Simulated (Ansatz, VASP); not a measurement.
EuS in VASP and in Ansatz

```xyz
2
Lattice="0.0000 2.9785 2.9785 2.9785 0.0000 2.9785 2.9785 2.9785 0.0000" Properties=species:S:1:pos:R:3 pbc="T T T"
Eu    0.0000    0.0000    0.0000
S     2.9785    2.9785    2.9785
```

Alike in both runs: task single point; functional BLYP; k mesh 7 × 7 × 7; collinear spin.

|  | VASP | Ansatz |
| --- | --- | --- |
| version | VASP 6.6.1 | Ansatz 0.2.0 |
| potentials or method | VASP PAW PBE potentials, release 64 (Eu, S) | plane waves, PAW |
| plane-wave cutoff (eV) | 600 | 420 |
| occupations | fermi-dirac, width 0.1 eV | fermi-dirac |
| valence electrons in the cell | 23 | 23 |

VASP gave:

| Property | Result |
| --- | --- |
| pressure (GPa) | 0.5 |
| net moment per atom (μB) | 3.48 |
| size of the moment on the site where the two differ most (μB) | 6.60 |

Task: What did Ansatz give for the same quantities?

Result: Pressure (GPa): 0.6; net moment per atom (μB): 3.48; size of the moment on the site where the two differ most (μB): 6.75.

VASP's potentials were made for PBE, not for BLYP. Site moments also hang on the region over which each program counts them.

Spin-orbit coupling is off throughout.
